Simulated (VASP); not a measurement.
Set up this calculation in VASP 6.6.1, as the native input.

| Item | Value |
| --- | --- |
| Task | single point |
| Functional | BLYP |
| Potentials or basis | VASP PAW PBE potentials, release 64 (Zr_sv, B) |
| Cutoff | 520 eV |
| k mesh | 10 × 10 × 10 |
| Occupations | methfessel-paxton, width 0.1 eV |
| Spin | non-collinear spin, zero start, spin-orbit coupling |
| Starting moments | [[0.0, 0.0, 0.0], [0.0, 0.0, 0.0]] μB |
| Dipole correction | no |
| Further INCAR settings | ALGO = Normal; EDIFF = 1e-07; NBANDS = 27 |

The structure of ZrB lies in POSCAR:

```
ZrB
1.0
    0.0000000000      2.3250000000      2.3250000000
    2.3250000000      0.0000000000      2.3250000000
    2.3250000000      2.3250000000      0.0000000000
Zr B
1 1
Direct
    0.0000000000      0.0000000000      0.0000000000
    0.5000000000      0.5000000000      0.5000000000
```

The input as run:

INCAR

```
SYSTEM = ZrB
PREC = Accurate ; ENCUT = 520
EDIFF = 1E-7 ; ISMEAR = 1
SIGMA = 0.1 ; LREAL = .False.
LASPH = .True. ; NELM = 150
ALGO = Normal ; ISIF = 2
LWAVE = .False. ; LCHARG = .True.
MAGMOM = 0 0 0 0 0 0 ; LORBIT = 11
LSORBIT = .True. ; GGA_COMPAT = .False.
LORBMOM = .True. ; LMAXMIX = 4
GGA = B5 ; ALDAX = 1.0
AGGAX = 1.0 ; AGGAC = 1.0
ALDAC = 0.0 ; LVHAR = .True.
NBANDS = 27
```

KPOINTS

```
regular mesh
0
Gamma
  10 10 10
  0 0 0
```

Potentials or basis: VASP PAW PBE potentials, release 64 (Zr_sv, B).

Run with:

```bash
$ cat potpaw_PBE.64/Zr_sv/POTCAR potpaw_PBE.64/B/POTCAR > POTCAR
$ mpirun -np 1 vasp_ncl > vasp.out
```

It gave:

```yaml
Pressure: 42.2 GPa
Net_moment: 0.00 μB per cell
Valence_electrons_inside_the_program's_atomic_spheres: Zr 10.12; B 1.96
```

Caveat: the cell stands under pressure; the PAW data sets were made with another functional, which shifts forces and pressure a little.

Run time: 81 s on 1 thread of Intel(R) Xeon(R) Platinum 8259CL CPU @ 2.50GHz (Skylake/Cascade Lake), on a shared host, peak memory 0.22 GiB.
